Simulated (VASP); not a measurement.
# Dy5C (I4/m) in VASP: a series of runs

The runs below take Dy5C through single point, with PBE.

Everything below comes from runs of VASP 6.6.1. Logs are shortened: lines on timing, memory, paths and dates and some standing lists are left out, and cuts for length are marked.

## (1) The cell of the first run

It takes space group I4/m (No. 87, tetragonal). Conventional cell: a = 8.113 Å, b = 8.113 Å, c = 5.008 Å, α = 90.00°, β = 90.00°, γ = 90.00°. Within 3.2 Å of Dy (site symmetry m) lie 1 C at 2.41 Å. Within 3.3 Å of Dy (site symmetry 4/m) lie 2 C at 2.50 Å. Within 3.2 Å of C (site symmetry 4/m) lie 6 Dy at 2.41 to 2.50 Å.

## (2) Single point, PBE

Contents of INCAR:

```
PREC = Accurate ; ENCUT = 600
EDIFF = 1E-6 ; ISMEAR = 0
SIGMA = 0.1 ; LREAL = F
LASPH = T ; NELM = 200
ALGO = Normal ; ISIF = 2
LWAVE = F ; LCHARG = F
GGA = PE ; NBANDS = 34
GGA_COMPAT = F ; LMAXMIX = 6
```

Contents of KPOINTS:

```
Automatic mesh
0
Gamma
  8 8 8
```

Contents of POSCAR:

```
Dy5C
1.0
   -4.0563558447      4.0563558447      2.5040320938
    4.0563558447     -4.0563558447      2.5040320938
    4.0563558447      4.0563558447     -2.5040320938
Dy C
5 1
Direct
    0.0846750926      0.2852665346      0.3699416272
    0.9153249074      0.7147334654      0.6300583728
    0.7147334654      0.0846750926      0.7994085580
    0.2852665346      0.9153249074      0.2005914420
    0.5000000000      0.5000000000      0.0000000000
    0.0000000000      0.0000000000      0.0000000000
```

Potentials or basis: VASP PAW PBE potentials, release 64 (Dy_3, C), 4f in core.

On the command line:

```sh
$ cat potpaw_PBE.64/Dy_3/POTCAR potpaw_PBE.64/C/POTCAR > POTCAR
$ mpirun -np 1 vasp_std > vasp.out
```

OUTCAR:

```text
PREC = Accurate
   ENCUT = 600
   EDIFF = 1E-6
   ISMEAR = 0
   LREAL = F
   LASPH = T
   NELM = 200
   ISIF = 2
   GGA = PE

 ion  position               nearest neighbor table
   1  0.085  0.285  0.370-   6 2.41   3 3.41   4 3.41   5 3.48   5 3.48   4 3.64   3 3.64   4 3.64
                             3 3.64   2 3.71   2 3.71   2 3.75   5 3.79
   2  0.915  0.715  0.630-   6 2.41   4 3.41   3 3.41   5 3.48   5 3.48   3 3.64   4 3.64   3 3.64
                             4 3.64   1 3.71   1 3.71   1 3.75   5 3.79
   3  0.715  0.085  0.799-   6 2.41   1 3.41   2 3.41   5 3.48   5 3.48   1 3.64   2 3.64   2 3.64
                             1 3.64   4 3.71   4 3.71   4 3.75   5 3.79
   4  0.285  0.915  0.201-   6 2.41   2 3.41   1 3.41   5 3.48   5 3.48   2 3.64   1 3.64   1 3.64
                             2 3.64   3 3.71   3 3.71   3 3.75   5 3.79
   5  0.500  0.500  0.000-   6 2.50   6 2.50   3 3.48   1 3.48   2 3.48   1 3.48   4 3.48   3 3.48
                             2 3.48   4 3.48   3 3.79   4 3.79   2 3.79   1 3.79
   6  0.000  0.000  0.000-   3 2.41   4 2.41   1 2.41   2 2.41   5 2.50   5 2.50

  LATTYP: Found a body centered tetragonal cell.
 ALAT       =     8.1127116894
 C/A-ratio  =     0.6173107562

  Lattice vectors:

 A1 = (  -4.0563558447,   4.0563558447,   2.5040320938)
 A2 = (   4.0563558447,  -4.0563558447,   2.5040320938)
 A3 = (   4.0563558447,   4.0563558447,  -2.5040320938)

Analysis of symmetry for initial positions (statically):
=====================================================================
 Subroutine PRICEL returns:
 Original cell was already a primitive cell.

 Routine SETGRP: Setting up the symmetry group for a
 body centered tetragonal supercell.

 Subroutine GETGRP returns: Found  8 space group operations
 (whereof  8 operations were pure point group operations)
 out of a pool of 16 trial point group operations.

The static configuration has the point symmetry C_4h.

Analysis of symmetry for dynamics (positions and initial velocities):
=====================================================================
 Subroutine PRICEL returns:
 Original cell was already a primitive cell.

 Routine SETGRP: Setting up the symmetry group for a
 body centered tetragonal supercell.

 Subroutine GETGRP returns: Found  8 space group operations
 (whereof  8 operations were pure point group operations)
 out of a pool of 16 trial point group operations.

The dynamic configuration has the point symmetry C_4h.

 Subroutine INISYM returns: Found  8 space group operations
 (whereof  8 operations are pure point group operations),
 and found     1 'primitive' translations

----------------------------------------------------------------------------------------

                                     Primitive cell

  volume of cell :     164.8056

  direct lattice vectors                    reciprocal lattice vectors
    -4.056355845  4.056355845  2.504032094     0.000000000  0.123263347  0.199677952
     4.056355845 -4.056355845  2.504032094     0.123263347  0.000000000  0.199677952
     4.056355845  4.056355845 -2.504032094     0.123263347  0.123263347  0.000000000

  length of vectors
     6.259250930  6.259250930  6.259250930     0.234659620  0.234659620  0.174320698

  position of ions in fractional coordinates (direct lattice)
     0.084675093  0.285266535  0.369941627
     0.915324907  0.714733465  0.630058373
     0.714733465  0.084675093  0.799408558
     0.285266535  0.915324907  0.200591442
     0.500000000  0.500000000  0.000000000
     0.000000000  0.000000000  0.000000000

  ion indices of the primitive-cell ions
   primitive index   ion index
                 1           1
                 2           2
                 3           3
                 4           4
                 5           5
                 6           6

----------------------------------------------------------------------------------------

 KPOINTS: Automatic mesh

Automatic generation of k-mesh.
 Grid dimensions read from file:
 generate k-points for:    8    8    8

 Generating k-lattice:

  Cartesian coordinates                     Fractional coordinates (reciprocal lattice)
     0.000000000  0.015407918  0.024959744     0.125000000  0.000000000 -0.000000000
     0.015407918  0.000000000  0.024959744     0.000000000  0.125000000 -0.000000000
     0.015407918  0.015407918  0.000000000     0.000000000  0.000000000  0.125000000

  Length of vectors
     0.029332453  0.029332453  0.021790087

  Shift w.r.t. Gamma in fractional coordinates (k-lattice)
     0.000000000  0.000000000  0.000000000

 Subroutine IBZKPT returns following result:
 ===========================================

 Found     78 irreducible k-points:

 Following reciprocal coordinates:
            Coordinates               Weight
  0.000000  0.000000  0.000000      1.000000
  0.125000  0.000000 -0.000000      8.000000
  0.250000  0.000000 -0.000000      8.000000
  0.375000  0.000000 -0.000000      8.000000
  0.500000  0.000000 -0.000000      4.000000
  0.125000  0.125000 -0.000000      8.000000
[... 16 lines left out ...]
 -0.375000  0.250000  0.000000      8.000000
 -0.250000  0.375000 -0.000000      8.000000
 [... further k-points ...]
   k-points           NKPTS =     78   k-points in BZ     NKDIM =     78   number of bands    NBANDS=     34
   number of dos      NEDOS =    301   number of ions     NIONS =      6
   total plane-waves  NPLWV = 125000
   dimension x,y,z NGX =    50 NGY =   50 NGZ =   50
   dimension x,y,z NGXF=   100 NGYF=  100 NGZF=  100
   ions per type =               5   1
   NGX,Y,Z   is equivalent  to a cutoff of  13.28, 13.28, 13.28 a.u.
   NGXF,Y,Z  is equivalent  to a cutoff of  26.56, 26.56, 26.56 a.u.
 SYSTEM =  unknown system
   PREC   = accura    normal or accurate (medium, high low for compatibility)
   ISTART =      0    job   : 0-new  1-cont  2-samecut
   ICHARG =      2    charge: 1-file 2-atom 10-const
   ISPIN  =      1    spin polarized calculation?
   LNONCOLLINEAR =      F non collinear calculations
   LSORBIT =      F    spin-orbit coupling
   LASPH  =      T    aspherical Exc in radial PAW
   ENCUT  =  600.0 eV  44.10 Ry    6.64 a.u.  12.50 12.50 12.50*2*pi/ulx,y,z
   NELM   =    200;   NELMIN=  2; NELMDL= -5     # of ELM steps
   EDIFF  = 0.1E-05   stopping-criterion for ELM
   LREAL  =      F    real-space projection
   EDIFFG = 0.1E-04   stopping-criterion for IOM
   NSW    =      0    number of steps for IOM
   IBRION =     -1    ionic relax: 0-MD 1-quasi-New 2-CG
   NFREE  =      0    steps in history (QN), initial steepest desc. (CG)
   ISIF   =      2    stress and relaxation
   ISYM   =      2    0-nonsym 1-usesym 2-fastsym
   POTIM  = 0.5000    time-step for ionic-motion
   TEBEG  =    0.0;   TEEND  =   0.0 temperature during run
   PSTRESS=    0.0 pullay stress
   NELECT =      49.0000    total number of electrons
   NUPDOWN=      -1.0000    fix difference up-down
   EMIN   =  10.00;   EMAX   =-10.00  energy-range for DOS
   EFERMI =   0.00;   METHOD = LEGACY
   ISMEAR =     0;   SIGMA  =   0.10  broadening in eV -4-tet -1-fermi 0-gaus
   EFERMI_NEDOS =   21; number of points for ismear=-14 and -15
   IALGO  =     38    algorithm
   IMIX   =      4    mixing-type and parameters
     AMIX     =   0.40;   BMIX     =  1.00
     AMIX_MAG =   1.60;   BMIX_MAG =  1.00
  volume/ion in A,a.u.               =      27.47       185.36
  Fermi-wavevector in a.u.,A,eV,Ry     =   1.092655  2.064818 16.243913  1.193894
  Thomas-Fermi vector in A             =   2.228924
   LORBIT       =      0    0 simple, 1 ext, 2 COOP (PROOUT), +10 PAW based schemes
   GGA     = PE    functional components
   LHFCALC =     F    Hartree Fock is set to
   AEXX    =    0.0000 exact exchange contribution
   IVDW    =     0    specifies the selected vdW correction
   LEPSILON=     F    determine dielectric tensor
   LRPA    =     F    only Hartree local field effects (RPA)
 non-spin polarized calculation
 Gauss-broadening in eV      SIGMA  =   0.10
  energy-cutoff  :      600.00
  volume of cell :      164.81
 maximum number of plane-waves:      5532
   NGX = 25   NGY = 25   NGZ = 25

 number of electron      48.9999999 magnetization

 Free energy of the ion-electron system (eV)
  ---------------------------------------------------
  ext. energy  EPLUGINS =         0.00000000
  ---------------------------------------------------
  free energy    TOTEN  =       -32.41389540 eV

  energy without entropy =      -32.37763342  energy(sigma->0) =      -32.39576441

 E-fermi :   3.1378     XC(G=0):  -9.9014

 val. band max:        3.1377740083   @ k =   0.2500   0.1250  -0.0000
 cond. band min:       3.1402551957   @ k =   0.3750   0.1250   0.1250
 fundamental gap:      0.0024811874
 Fermi energy:         3.1377889044

 k-point     1 :       0.0000    0.0000    0.0000
  band No.  band energies     occupation
      1     -20.2135      2.00000
      2     -20.1682      2.00000
      3     -20.1131      2.00000
      4     -20.1131      2.00000
      5     -20.0029      2.00000
      6     -19.9980      2.00000
[... 26 lines left out ...]
     33       5.1434      0.00000
     34       5.9382      0.00000

 k-point     2 :       0.1250    0.0000   -0.0000
  band No.  band energies     occupation
      1     -20.2140      2.00000
      2     -20.2013      2.00000
      3     -20.1265      2.00000
      4     -20.1186      2.00000
      5     -20.0247      2.00000
      6     -20.0023      2.00000
[... 26 lines left out ...]
     33       5.1975      0.00000
     34       5.4531      0.00000

 k-point     3 :       0.2500    0.0000   -0.0000
  band No.  band energies     occupation
      1     -20.2547      2.00000
      2     -20.2145      2.00000
      3     -20.1499      2.00000
      4     -20.1184      2.00000
      5     -20.0568      2.00000
      6     -19.9875      2.00000
[... 26 lines left out ...]
     33       5.4689      0.00000
     34       5.6149      0.00000
[... 704 lines left out ...]
 k-point    23 :      -0.3750    0.2500    0.0000
  band No.  band energies     occupation
      1     -20.2213      2.00000
      2     -20.1738      2.00000
      3     -20.1396      2.00000
      4     -20.1009      2.00000
      5     -20.0479      2.00000
      6     -20.0054      2.00000
[... 26 lines left out ...]
     33       5.6039      0.00000
     34       5.9139      0.00000

 k-point    24 :      -0.2500    0.3750   -0.0000
  band No.  band energies     occupation
      1     -20.2256      2.00000
      2     -20.1772      2.00000
      3     -20.1321      2.00000
      4     -20.1035      2.00000
      5     -20.0421      2.00000
      6     -19.9955      2.00000
[... 26 lines left out ...]
     33       5.6171      0.00000
     34       5.8276      0.00000

 [... further k-points ...]

------------------------ aborting loop because EDIFF is reached ----------------------------------------

  FORCE on cell =-STRESS in cart. coord.  units (eV):
  Direction    XX          YY          ZZ          XY          YZ          ZX
  --------------------------------------------------------------------------------------
  -------------------------------------------------------------------------------------
  Total        0.4787368      0.4787368      0.4335565      0.0000010      0.0000000     -0.0000000
  in kB        4.6540971      4.6540971      4.2148709      0.0000094      0.0000000     -0.0000000
  external PRESSURE =       4.5076884 kB  Pullay stress =       0.0000000 kB

 VOLUME and BASIS-vectors are now :
 -----------------------------------------------------------------------------
  energy-cutoff  :      600.00
  volume of cell :      164.81
      direct lattice vectors                 reciprocal lattice vectors
    -4.056355845  4.056355845  2.504032094     0.000000000  0.123263347  0.199677952
     4.056355845 -4.056355845  2.504032094     0.123263347  0.000000000  0.199677952
     4.056355845  4.056355845 -2.504032094     0.123263347  0.123263347  0.000000000

 POSITION                                       TOTAL-FORCE (eV/Angst)
 -----------------------------------------------------------------------------------
      2.31429      0.68694      0.00000         0.030169      0.010850      0.000000
      1.74207      3.36941      2.50403        -0.030169     -0.010850     -0.000000
      0.68694      5.79843      0.00000         0.010850     -0.030169     -0.000000
      3.36941     -1.74207      2.50403        -0.010850      0.030169      0.000000
      0.00000      0.00000      2.50403        -0.000000      0.000000      0.000000
      0.00000      0.00000      0.00000        -0.000000      0.000000      0.000000
 -----------------------------------------------------------------------------------
    total drift:                                0.000000      0.000000     -0.000000

  FREE ENERGIE OF THE ION-ELECTRON SYSTEM (eV)
  ---------------------------------------------------
  free  energy   TOTEN  =       -32.4138954048 eV

  energy  without entropy=      -32.3776334152  energy(sigma->0) =      -32.39576441
```

Wall time 6.1 min (1 thread of AMD EPYC 9R45 (Zen 5), shared host); peak memory 0.61 GiB.

What came out:

```yaml
Free_energy: -32.4139 eV
Pressure: 0.5 GPa
Largest_force: 0.032 eV/Å
Band_gap_on_the_k_mesh: zero (an odd number of electrons rules out a gap without spin polarisation)
```

Forces in eV/Å, atoms in the order of the input:
```
Dy   0.030  0.011  0.000
Dy  -0.030 -0.011  0.000
Dy   0.011 -0.030  0.000
Dy  -0.011  0.030  0.000
Dy   0.000  0.000  0.000
C    0.000  0.000  0.000
```

Levels at points of the mesh, in eV from the Fermi level:
```
           k point  band 21  band 22  band 23  band 24  band 25  band 26  band 27  band 28  band 29  band 30
(0.00, 0.00, 0.00)    -0.67    -0.50    -0.50     0.07     0.07     0.22     0.32     0.36     1.63     1.63
(0.50, 0.00, 0.00)    -1.01    -0.72    -0.60    -0.05     0.31     0.53     0.56     0.78     1.02     1.52
(0.50, 0.50, 0.00)    -1.18    -1.03    -0.77    -0.43    -0.26     0.66     0.72     0.78     0.96     1.96
(0.50, 0.50, 0.50)    -1.32    -1.17    -1.17    -0.79    -0.13     0.03     0.03     0.82     1.14     1.49
```

Caveat: spin-orbit coupling is left out, which moves the levels of the heavy elements; the 4f electrons are frozen in the core, so they carry no moment and show no levels.

## (3) Single point, PBE

Contents of INCAR:

```
  PREC = Accurate
  ENCUT = 600
  EDIFF = 1E-6
  ISMEAR = 0
  SIGMA = 0.1
  LREAL = F
  LASPH = T
  NELM = 200
  ALGO = Normal
  ISIF = 2
  LWAVE = F
  LCHARG = F
  GGA = PE
  NBANDS = 34
  GGA_COMPAT = F
  LMAXMIX = 6
```

Contents of KPOINTS:

```
regular mesh
0
Gamma
  8 8 8
```

Contents of POSCAR:

```
Dy5C
1.0
   -4.0564122093      4.0564122093      2.5035948971
    4.0564122093     -4.0564122093      2.5035948971
    4.0564122093      4.0564122093     -2.5035948971
Dy C
5 1
Direct
    0.0847134433      0.2852713792      0.3699848225
    0.9152865567      0.7147286208      0.6300151775
    0.7147286208      0.0847134433      0.7994420641
    0.2852713792      0.9152865567      0.2005579359
    0.5000000000      0.5000000000      0.0000000000
    0.0000000000      0.0000000000      0.0000000000
```

Potentials or basis: VASP PAW PBE potentials, release 64 (Dy_3, C), 4f in core.

On the command line:

```sh
$ cat potpaw_PBE.64/Dy_3/POTCAR potpaw_PBE.64/C/POTCAR > POTCAR
$ mpirun -np 1 vasp_std > vasp.out
```

OUTCAR:

```text
PREC = Accurate
   ENCUT = 600
   EDIFF = 1E-6
   ISMEAR = 0
   LREAL = F
   LASPH = T
   NELM = 200
   ISIF = 2
   GGA = PE

 ion  position               nearest neighbor table
   1  0.085  0.285  0.370-   6 2.41   4 3.41   3 3.41   5 3.48   5 3.48   3 3.64   3 3.64   4 3.64
                             4 3.64   2 3.71   2 3.71   2 3.75   5 3.79
   2  0.915  0.715  0.630-   6 2.41   3 3.41   4 3.41   5 3.48   5 3.48   4 3.64   4 3.64   3 3.64
                             3 3.64   1 3.71   1 3.71   1 3.75   5 3.79
   3  0.715  0.085  0.799-   6 2.41   2 3.41   1 3.41   5 3.48   5 3.48   1 3.64   1 3.64   2 3.64
                             2 3.64   4 3.71   4 3.71   4 3.75   5 3.79
   4  0.285  0.915  0.201-   6 2.41   1 3.41   2 3.41   5 3.48   5 3.48   2 3.64   2 3.64   1 3.64
[... 1101 lines left out ...]
  in kB        4.6918815      4.6918815      4.3272716      0.0000095      0.0000000     -0.0000000
  external PRESSURE =       4.5703449 kB  Pullay stress =       0.0000000 kB

 VOLUME and BASIS-vectors are now :
 -----------------------------------------------------------------------------
  energy-cutoff  :      600.00
  volume of cell :      164.78
      direct lattice vectors                 reciprocal lattice vectors
    -4.056412209  4.056412209  2.503594897     0.000000000  0.123261635  0.199712821
     4.056412209 -4.056412209  2.503594897     0.123261635  0.000000000  0.199712821
     4.056412209  4.056412209 -2.503594897     0.123261635  0.123261635  0.000000000

 POSITION                                       TOTAL-FORCE (eV/Angst)
 -----------------------------------------------------------------------------------
      2.31436      0.68727     -0.00000         0.029457      0.009806      0.000000
      1.74206      3.36915      2.50359        -0.029457     -0.009806     -0.000000
      0.68727      5.79847      0.00000         0.009806     -0.029457      0.000000
      3.36915     -1.74206      2.50359        -0.009806      0.029457      0.000000
      0.00000      0.00000      2.50359         0.000000      0.000000     -0.000000
      0.00000      0.00000      0.00000         0.000000      0.000000     -0.000000
 -----------------------------------------------------------------------------------
    total drift:                                0.000000      0.000000     -0.000000

  FREE ENERGIE OF THE ION-ELECTRON SYSTEM (eV)
  ---------------------------------------------------
  free  energy   TOTEN  =       -32.4138483577 eV

  energy  without entropy=      -32.3775932604  energy(sigma->0) =      -32.39572081
```

Run time: 6 min. Hardware: 1 thread of AMD EPYC 9R45 (Zen 5), shared host; peak memory 0.61 GiB.

What came out:

| Quantity | Value |
| --- | --- |
| Free energy | -32.4138 eV |
| Pressure | 0.5 GPa |
| Largest force | 0.031 eV/Å |
| Band gap on the k mesh | zero (an odd number of electrons rules out a gap without spin polarisation) |

Forces on the atoms (eV/Å):
```
Dy   0.029  0.010  0.000
Dy  -0.029 -0.010  0.000
Dy   0.010 -0.029  0.000
Dy  -0.010  0.029  0.000
Dy   0.000  0.000  0.000
C    0.000  0.000  0.000
```

Levels at points of the mesh, in eV from the Fermi level:
| k point | band 21 | band 22 | band 23 | band 24 | band 25 | band 26 | band 27 | band 28 | band 29 | band 30 |
| --- | --- | --- | --- | --- | --- | --- | --- | --- | --- | --- |
| (0.00, 0.00, 0.00) | -0.67 | -0.50 | -0.50 | 0.07 | 0.07 | 0.22 | 0.32 | 0.36 | 1.63 | 1.63 |
| (0.50, 0.00, 0.00) | -1.01 | -0.72 | -0.60 | -0.05 | 0.31 | 0.53 | 0.56 | 0.78 | 1.02 | 1.52 |
| (0.50, 0.50, 0.00) | -1.18 | -1.03 | -0.77 | -0.43 | -0.26 | 0.66 | 0.72 | 0.78 | 0.96 | 1.96 |
| (0.50, 0.50, 0.50) | -1.32 | -1.17 | -1.17 | -0.79 | -0.13 | 0.03 | 0.03 | 0.82 | 1.15 | 1.49 |

Caveat: spin-orbit coupling is left out, which moves the levels of the heavy elements; the 4f electrons are frozen in the core, so they carry no moment and show no levels. Spin polarisation is off, so any magnetic state and its effect on volume and gap are missing.
